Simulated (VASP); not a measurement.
Here is a VASP 6.6.1 calculation.

The input INCAR:

```
PREC = Accurate
ENCUT = 520
EDIFF = 1E-6
ISMEAR = -1
SIGMA = 0.03
LREAL = F
LASPH = T
NELM = 80
ALGO = Normal
ISIF = 2
LWAVE = F
LCHARG = F
GGA = PE
NBANDS = 21
```

File KPOINTS:

```
Automatic mesh
0
Gamma
  14 14 8
```

Contents of POSCAR:

```
Ru
1.0
    2.7057993342      0.0270579933      0.0270579933
   -1.3294667575      2.3297619643      0.0099039129
    0.0428190000      0.0428190000      4.2819000000
Ru
2
Direct
    0.3333333333      0.6666666667      0.2500000000
    0.6666666667      0.3333333333      0.7500000000
```

Potentials or basis: VASP PAW PBE potentials, release 64 (Ru_pv).

The run is started by

```console
$ cat potpaw_PBE.64/Ru_pv/POTCAR > POTCAR
$ mpirun -np 1 vasp_std > vasp.out
```

(1) What does it give for the band gap on the k mesh?

(2) What does it give for the pressure?

Answers

(1) zero (band 14 reaches 14.48 eV, above the bottom of band 15 at 11.28 eV).

(2) 4.8 GPa.

Caveat: the cell differs from its parent crystal (equal xy, yz and zx shear strains of +2 %).
